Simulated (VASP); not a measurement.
# Cu (Immm) in VASP: notebook

The runs below take Cu through single point, with PBEsol.

All numbers are computed with VASP 6.6.1; they aren't measurements. Logs are shortened: lines on timing, memory, paths and dates and some standing lists are left out, and cuts for length are marked.

### 1 The cell of the first run

The structure is orthorhombic, space group Immm (No. 71). Conventional cell: a = 2.752 Å, b = 2.886 Å, c = 3.138 Å, α = 90.00°, β = 90.00°, γ = 90.00°. Within 3.3 Å of Cu (site symmetry mmm) lie 14 Cu at 2.54 to 3.14 Å.

### 2 Single point, PBEsol (strain +0.0875 x Voigt [0, 1, 0, 0, 0, 0])

INCAR reads:

```
ALGO = Fast ; EDIFF = 1E-6
ENCUT = 520 ; GGA = PS
ISIF = 2 ; ISMEAR = 0
LASPH = T ; LCHARG = F
LREAL = F ; LWAVE = F
NBANDS = 12 ; NELM = 100
PREC = Accurate ; SIGMA = 0.15
```

KPOINTS reads:

```
k-points
0
Gamma
  24 24 24
```

POSCAR reads:

```
Cu
1.0
   -1.4427933200      1.5690377355      1.3760814500
    1.4427933200     -1.5690377355      1.3760814500
    1.4427933200      1.5690377355     -1.3760814500
Cu
1
Direct
    0.0000000000      0.0000000000      0.0000000000
```

Potentials or basis: VASP PAW PBE potentials, release 64 (Cu).

Started as:

```
$ cat potpaw_PBE.64/Cu/POTCAR > POTCAR
$ mpirun -np 1 vasp_std > vasp.out
```

OUTCAR:

```text
EDIFF = 1E-6
   ENCUT = 520
   GGA = PS
   ISIF = 2
   ISMEAR = 0
   LASPH = T
   LREAL = F
   NELM = 100
   PREC = Accurate

 ion  position               nearest neighbor table
   1  0.000  0.000  0.000-

  LATTYP: Found a body centered orthorhombic cell.
 ALAT       =     2.7521629000
 B/A-ratio  =     1.0484795940
 C/A-ratio  =     1.1402215585

  Lattice vectors:

 A1 = (   1.4427933200,  -1.5690377355,   1.3760814500)
 A2 = (  -1.4427933200,  -1.5690377355,  -1.3760814500)
 A3 = (   1.4427933200,   1.5690377355,  -1.3760814500)

Analysis of symmetry for initial positions (statically):
=====================================================================
 Subroutine PRICEL returns:
 Original cell was already a primitive cell.

 Routine SETGRP: Setting up the symmetry group for a
 body centered orthorhombic supercell.

 Subroutine GETGRP returns: Found  8 space group operations
 (whereof  8 operations were pure point group operations)
 out of a pool of  8 trial point group operations.

The static configuration has the point symmetry D_2h.

Analysis of symmetry for dynamics (positions and initial velocities):
=====================================================================
 Subroutine PRICEL returns:
 Original cell was already a primitive cell.

 Routine SETGRP: Setting up the symmetry group for a
 body centered orthorhombic supercell.

 Subroutine GETGRP returns: Found  8 space group operations
 (whereof  8 operations were pure point group operations)
 out of a pool of  8 trial point group operations.

The dynamic configuration has the point symmetry D_2h.

 Subroutine INISYM returns: Found  8 space group operations
 (whereof  8 operations are pure point group operations),
 and found     1 'primitive' translations

----------------------------------------------------------------------------------------

                                     Primitive cell

  volume of cell :      12.4607

  direct lattice vectors                    reciprocal lattice vectors
    -1.442793320  1.569037736  1.376081450     0.000000000  0.318666651  0.363350585
     1.442793320 -1.569037736  1.376081450     0.346549983  0.000000000  0.363350585
     1.442793320  1.569037736 -1.376081450     0.346549983  0.318666651  0.000000000

  length of vectors
     2.537150397  2.537150397  2.537150397     0.483292957  0.502116060  0.470792231

  position of ions in fractional coordinates (direct lattice)
     0.000000000  0.000000000  0.000000000

  ion indices of the primitive-cell ions
   primitive index   ion index
                 1           1

----------------------------------------------------------------------------------------

 KPOINTS: k-points

Automatic generation of k-mesh.
 Grid dimensions read from file:
 generate k-points for:   24   24   24

 Generating k-lattice:

  Cartesian coordinates                     Fractional coordinates (reciprocal lattice)
     0.000000000  0.013277777  0.015139608     0.041666667  0.000000000 -0.000000000
     0.014439583  0.000000000  0.015139608     0.000000000  0.041666667 -0.000000000
     0.014439583  0.013277777  0.000000000     0.000000000  0.000000000  0.041666667

  Length of vectors
     0.020137207  0.020921503  0.019616343

  Shift w.r.t. Gamma in fractional coordinates (k-lattice)
     0.000000000  0.000000000  0.000000000

 Subroutine IBZKPT returns following result:
 ===========================================

 Found   1963 irreducible k-points:

 Following reciprocal coordinates:
            Coordinates               Weight
  0.000000  0.000000  0.000000      1.000000
  0.041667  0.000000  0.000000      4.000000
  0.083333  0.000000 -0.000000      4.000000
  0.125000  0.000000 -0.000000      4.000000
  0.166667  0.000000  0.000000      4.000000
  0.208333 -0.000000  0.000000      4.000000
[... 16 lines left out ...]
  0.375000  0.041667 -0.000000      8.000000
  0.416667  0.041667  0.000000      8.000000
 [... further k-points ...]
   k-points           NKPTS =   1963   k-points in BZ     NKDIM =   1963   number of bands    NBANDS=     12
   number of dos      NEDOS =    301   number of ions     NIONS =      1
   total plane-waves  NPLWV =   8000
   dimension x,y,z NGX =    20 NGY =   20 NGZ =   20
   dimension x,y,z NGXF=    40 NGYF=   40 NGZF=   40
   ions per type =               1
   NGX,Y,Z   is equivalent  to a cutoff of  13.10, 13.10, 13.10 a.u.
   NGXF,Y,Z  is equivalent  to a cutoff of  26.21, 26.21, 26.21 a.u.
 SYSTEM =  unknown system
   PREC   = accura    normal or accurate (medium, high low for compatibility)
   ISTART =      0    job   : 0-new  1-cont  2-samecut
   ICHARG =      2    charge: 1-file 2-atom 10-const
   ISPIN  =      1    spin polarized calculation?
   LNONCOLLINEAR =      F non collinear calculations
   LSORBIT =      F    spin-orbit coupling
   LASPH  =      T    aspherical Exc in radial PAW
   ENCUT  =  520.0 eV  38.22 Ry    6.18 a.u.   4.72  4.72  4.72*2*pi/ulx,y,z
   NELM   =    100;   NELMIN=  2; NELMDL= -5     # of ELM steps
   EDIFF  = 0.1E-05   stopping-criterion for ELM
   LREAL  =      F    real-space projection
   EDIFFG = 0.1E-04   stopping-criterion for IOM
   NSW    =      0    number of steps for IOM
   IBRION =     -1    ionic relax: 0-MD 1-quasi-New 2-CG
   NFREE  =      0    steps in history (QN), initial steepest desc. (CG)
   ISIF   =      2    stress and relaxation
   ISYM   =      2    0-nonsym 1-usesym 2-fastsym
   POTIM  = 0.5000    time-step for ionic-motion
   TEBEG  =    0.0;   TEEND  =   0.0 temperature during run
   PSTRESS=    0.0 pullay stress
   NELECT =      11.0000    total number of electrons
   NUPDOWN=      -1.0000    fix difference up-down
   EMIN   =  10.00;   EMAX   =-10.00  energy-range for DOS
   EFERMI =   0.00;   METHOD = LEGACY
   ISMEAR =     0;   SIGMA  =   0.15  broadening in eV -4-tet -1-fermi 0-gaus
   EFERMI_NEDOS =   21; number of points for ismear=-14 and -15
   IALGO  =     68    algorithm
   IMIX   =      4    mixing-type and parameters
     AMIX     =   0.40;   BMIX     =  1.00
     AMIX_MAG =   1.60;   BMIX_MAG =  1.00
  volume/ion in A,a.u.               =      12.46        84.09
  Fermi-wavevector in a.u.,A,eV,Ry     =   1.570454  2.967727 33.556393  2.466325
  Thomas-Fermi vector in A             =   2.672185
   LORBIT       =      0    0 simple, 1 ext, 2 COOP (PROOUT), +10 PAW based schemes
   GGA     = PS    functional components
   LHFCALC =     F    Hartree Fock is set to
   AEXX    =    0.0000 exact exchange contribution
   IVDW    =     0    specifies the selected vdW correction
   LEPSILON=     F    determine dielectric tensor
   LRPA    =     F    only Hartree local field effects (RPA)
 non-spin polarized calculation
 RMM-DIIS sequential band-by-band and
 Gauss-broadening in eV      SIGMA  =   0.15
  energy-cutoff  :      520.00
  volume of cell :       12.46
 maximum number of plane-waves:       348
   NGX =  9   NGY =  9   NGZ =  9

 number of electron      10.9999997 magnetization

 Free energy of the ion-electron system (eV)
  ---------------------------------------------------
  ext. energy  EPLUGINS =         0.00000000
  ---------------------------------------------------
  free energy    TOTEN  =        -4.23557811 eV

  energy without entropy =       -4.23125199  energy(sigma->0) =       -4.23341505

 E-fermi :   6.7488     XC(G=0): -12.5980

 val. band max:        6.7428318496   @ k =   0.3750  -0.2917   0.2917
 cond. band min:       6.7510911408   @ k =  -0.4167  -0.1250   0.1250
 fundamental gap:      0.0082592913
 Fermi energy:         6.7488465810

 k-point     1 :       0.0000    0.0000    0.0000
  band No.  band energies     occupation
      1      -2.2249      2.00000
      2       3.6431      2.00000
      3       3.8373      2.00000
      4       4.0872      2.00000
      5       4.5061      2.00000
      6       4.9061      2.00000
      7      29.7968      0.00000
      8      30.5216      0.00000
      9      32.2650      0.00000
     10      32.7662      0.00000
     11      33.7508      0.00000
     12      33.8996      0.00000

 k-point     2 :       0.0417    0.0000    0.0000
  band No.  band energies     occupation
      1      -2.1606      2.00000
      2       3.6527      2.00000
      3       3.8361      2.00000
      4       4.0892      2.00000
      5       4.5056      2.00000
      6       4.8974      2.00000
      7      29.5105      0.00000
      8      30.2587      0.00000
      9      31.2314      0.00000
     10      32.4613      0.00000
     11      33.8513      0.00000
     12      34.0116      0.00000

 k-point     3 :       0.0833    0.0000   -0.0000
  band No.  band energies     occupation
      1      -1.9687      2.00000
      2       3.6730      2.00000
      3       3.8303      2.00000
      4       4.1034      2.00000
      5       4.5057      2.00000
      6       4.8736      2.00000
      7      28.2871      0.00000
      8      29.6609      0.00000
      9      29.8101      0.00000
     10      32.3226      0.00000
     11      33.2188      0.00000
     12      33.5907      0.00000
[... 286 lines left out ...]
 k-point    23 :       0.3750    0.0417   -0.0000
  band No.  band energies     occupation
      1       1.8268      2.00000
      2       3.3014      2.00000
      3       4.4423      2.00000
      4       4.7141      2.00000
      5       5.0183      2.00000
      6       5.3953      2.00000
      7      13.1644      0.00000
      8      24.0994      0.00000
      9      24.3628      0.00000
     10      28.4626      0.00000
     11      30.7061      0.00000
     12      34.8390      0.00000

 k-point    24 :       0.4167    0.0417    0.0000
  band No.  band energies     occupation
      1       1.9837      2.00000
      2       3.2628      2.00000
      3       4.4899      2.00000
      4       4.9314      2.00000
      5       5.1568      2.00000
      6       5.8853      2.00000
      7      11.7653      0.00000
      8      23.6785      0.00000
      9      24.1188      0.00000
     10      28.3332      0.00000
     11      30.7286      0.00000
     12      35.3143      0.00000

 [... further k-points ...]
[... 5 lines left out ...]
  --------------------------------------------------------------------------------------
  -------------------------------------------------------------------------------------
  Total       -0.9634895     -0.7918276     -0.8986384      0.0000000      0.0000000      0.0000000
  in kB     -123.8841979   -101.8121446   -115.5457285      0.0000000      0.0000000      0.0000000
  external PRESSURE =    -113.7473570 kB  Pullay stress =       0.0000000 kB

 VOLUME and BASIS-vectors are now :
 -----------------------------------------------------------------------------
  energy-cutoff  :      520.00
  volume of cell :       12.46
      direct lattice vectors                 reciprocal lattice vectors
    -1.442793320  1.569037736  1.376081450     0.000000000  0.318666651  0.363350585
     1.442793320 -1.569037736  1.376081450     0.346549983  0.000000000  0.363350585
     1.442793320  1.569037736 -1.376081450     0.346549983  0.318666651  0.000000000

 POSITION                                       TOTAL-FORCE (eV/Angst)
 -----------------------------------------------------------------------------------
      0.00000      0.00000      0.00000        -0.000000      0.000000     -0.000000
 -----------------------------------------------------------------------------------
    total drift:                                0.000000     -0.000000      0.000000

  FREE ENERGIE OF THE ION-ELECTRON SYSTEM (eV)
  ---------------------------------------------------
  free  energy   TOTEN  =        -4.2355781109 eV

  energy  without entropy=       -4.2312519945  energy(sigma->0) =       -4.23341505
```

Run time: 3.6 min. Hardware: 1 thread of Intel Xeon Platinum 8559C (Emerald Rapids), shared host; peak memory 0.38 GiB.

What came out:

- Free energy: -4.2356 eV
- Pressure: -11.4 GPa

Levels at points of the mesh, in eV from the Fermi level:
```tsv
k point	band 3	band 4	band 5	band 6	band 7	band 8	band 9	band 10
(0.00, 0.00, 0.00)	-2.91	-2.66	-2.24	-1.84	23.05	23.77	25.52	26.02
(0.50, 0.00, 0.00)	-2.23	-1.74	-1.36	-0.51	4.02	17.27	17.41	21.04
(0.00, 0.50, 0.00)	-1.86	-1.70	-1.30	0.07	4.84	15.10	15.36	19.21
(0.50, 0.50, 0.00)	-2.34	-1.90	-1.37	-0.86	3.49	18.67	18.70	22.22
(0.50, 0.50, 0.50)	-1.53	-1.46	-1.42	5.54	8.37	10.21	11.26	13.90
```

Caveat: the cell differs from its parent crystal (strain +0.0875 x Voigt [0, 1, 0, 0, 0, 0]); the PAW data sets were made with another functional, which shifts forces and pressure a little.

### 3 Single point, PBEsol (strain +0.1000 x Voigt [0, 1, 0, 0, 0, 0])

INCAR reads:

```
ALGO     = Fast           # electronic algorithm
EDIFF    = 1E-6           # SCF threshold, eV
ENCUT    = 520            # plane-wave cutoff, eV
GGA      = PS             # functional
ISIF     = 2              # what is computed and relaxed
ISMEAR   = 0              # smearing method
LASPH    = True           # aspherical terms in the spheres
LCHARG   = True           # write CHGCAR
LELF     = True           # ELF
LREAL    = False          # projectors in reciprocal space
LVHAR    = True         
LWAVE    = False          # write WAVECAR
NBANDS   = 12             # bands
NELM     = 80             # most SCF steps
PREC     = Accurate       # precision mode
SIGMA    = 0.15           # smearing width, eV
```

KPOINTS is that of step 2.

POSCAR reads:

```
Cu
1.0
   -1.4427933200      1.5870726520      1.3760814500
    1.4427933200     -1.5870726520      1.3760814500
    1.4427933200      1.5870726520     -1.3760814500
Cu
1
Direct
    0.0000000000      0.0000000000      0.0000000000
```

Potentials or basis: VASP PAW PBE potentials, release 64 (Cu).

Started as:

```
$ cat potpaw_PBE.64/Cu/POTCAR > POTCAR
$ mpirun -np 1 vasp_std > vasp.out
```

OUTCAR:

```text
EDIFF = 1E-6
   ENCUT = 520
   GGA = PS
   ISIF = 2
   ISMEAR = 0
   LASPH = True
   LREAL = False
   NELM = 80
   PREC = Accurate

 ion  position               nearest neighbor table
   1  0.000  0.000  0.000-

  LATTYP: Found a body centered orthorhombic cell.
 ALAT       =     2.7521629000
 B/A-ratio  =     1.0484795940
 C/A-ratio  =     1.1533275534

  Lattice vectors:

 A1 = (   1.4427933200,  -1.5870726520,   1.3760814500)
 A2 = (  -1.4427933200,  -1.5870726520,  -1.3760814500)
[... 541 lines left out ...]

 [... further k-points ...]

------------------------ aborting loop because EDIFF is reached ----------------------------------------

  FORCE on cell =-STRESS in cart. coord.  units (eV):
  Direction    XX          YY          ZZ          XY          YZ          ZX
  --------------------------------------------------------------------------------------
  -------------------------------------------------------------------------------------
  Total       -1.0673369     -0.8811420     -0.9960365      0.0000000      0.0000000      0.0000000
  in kB     -135.6772504   -112.0086166   -126.6137211      0.0000000      0.0000000      0.0000000
  external PRESSURE =    -124.7665294 kB  Pullay stress =       0.0000000 kB

 VOLUME and BASIS-vectors are now :
 -----------------------------------------------------------------------------
  energy-cutoff  :      520.00
  volume of cell :       12.60
      direct lattice vectors                 reciprocal lattice vectors
    -1.442793320  1.587072652  1.376081450     0.000000000  0.315045439  0.363350585
     1.442793320 -1.587072652  1.376081450     0.346549983  0.000000000  0.363350585
     1.442793320  1.587072652 -1.376081450     0.346549983  0.315045439  0.000000000

 POSITION                                       TOTAL-FORCE (eV/Angst)
 -----------------------------------------------------------------------------------
      0.00000      0.00000      0.00000         0.000000     -0.000000     -0.000000
 -----------------------------------------------------------------------------------
    total drift:                                0.000000     -0.000000      0.000000

  FREE ENERGIE OF THE ION-ELECTRON SYSTEM (eV)
  ---------------------------------------------------
  free  energy   TOTEN  =        -4.2260641687 eV

  energy  without entropy=       -4.2217931431  energy(sigma->0) =       -4.22392866
```

OSZICAR:

```text
N       E                     dE             d eps       ncg     rms          rms(c)
DAV:   1     0.426041011497E+02    0.42604E+02   -0.53711E+03 51692   0.150E+03
DAV:   2    -0.389698704622E+01   -0.46501E+02   -0.42898E+02 48724   0.202E+02
DAV:   3    -0.526241404708E+01   -0.13654E+01   -0.13526E+01 54696   0.401E+01
DAV:   4    -0.527110918919E+01   -0.86951E-02   -0.86939E-02 53128   0.282E+00
DAV:   5    -0.527119350107E+01   -0.84312E-04   -0.84311E-04 54996   0.284E-01    0.822E+00
RMM:   6    -0.471070923811E+01    0.56048E+00   -0.40414E+00 58896   0.373E+01    0.523E+00
RMM:   7    -0.423659234615E+01    0.47412E+00   -0.64664E-01 58225   0.147E+01    0.924E-01
RMM:   8    -0.422714963643E+01    0.94427E-02   -0.11944E-02 60877   0.144E+00    0.234E-01
RMM:   9    -0.422601006242E+01    0.11396E-02   -0.29030E-03 61468   0.989E-01    0.264E-02
RMM:  10    -0.422605022932E+01   -0.40167E-04   -0.54957E-04 61367   0.327E-01    0.145E-02
RMM:  11    -0.422606336444E+01   -0.13135E-04   -0.11583E-04 63105   0.117E-01    0.110E-02
RMM:  12    -0.422606382058E+01   -0.45614E-06   -0.10990E-05 63240   0.423E-02    0.292E-03
RMM:  13    -0.422606416866E+01   -0.34808E-06   -0.25038E-06 44420   0.165E-02
   1 F= -.42260642E+01 E0= -.42239287E+01  d E =-.427103E-02
```

stdout:

```text
POSCAR found type information on POSCAR Cu
 POSCAR found :  1 types and       1 ions
 scaLAPACK will be used
 -----------------------------------------------------------------------------
|                                                                             |
|                                                                             |
|     You enforced a specific xc type in the INCAR file but a different       |
|     I HOPE YOU KNOW WHAT YOU ARE DOING!                                     |
|                                                                             |
 -----------------------------------------------------------------------------

 LDA part: xc-table for (Slater+PW92), standard interpolation
 POSCAR, INCAR and KPOINTS ok, starting setup
 FFT: planning ... GRIDC
 FFT: planning ... GRID_SOFT
 FFT: planning ... GRID
 WAVECAR not read
 entering main loop
WARNING in EDDRMM: call to ZHEGV failed, returncode =   6  3     11
WARNING in EDDRMM: call to ZHEGV failed, returncode =   6  3     12
WARNING in EDDRMM: call to ZHEGV failed, returncode =   6  3      9
WARNING in EDDRMM: call to ZHEGV failed, returncode =   6  3     10
WARNING in EDDRMM: call to ZHEGV failed, returncode =   6  3     10
WARNING in EDDRMM: call to ZHEGV failed, returncode =   6  3      9
WARNING in EDDRMM: call to ZHEGV failed, returncode =   6  3      9
```

Wall time 3.4 min (1 thread of Intel Xeon Platinum 8559C (Emerald Rapids), shared host); peak memory 0.38 GiB.

What came out:

| Item | Value |
| --- | --- |
| Free energy | -4.2261 eV |
| Pressure | -12.5 GPa |

Caveat: the cell differs from its parent crystal (strain +0.1000 x Voigt [0, 1, 0, 0, 0, 0]); the PAW data sets were made with another functional, which shifts forces and pressure a little.
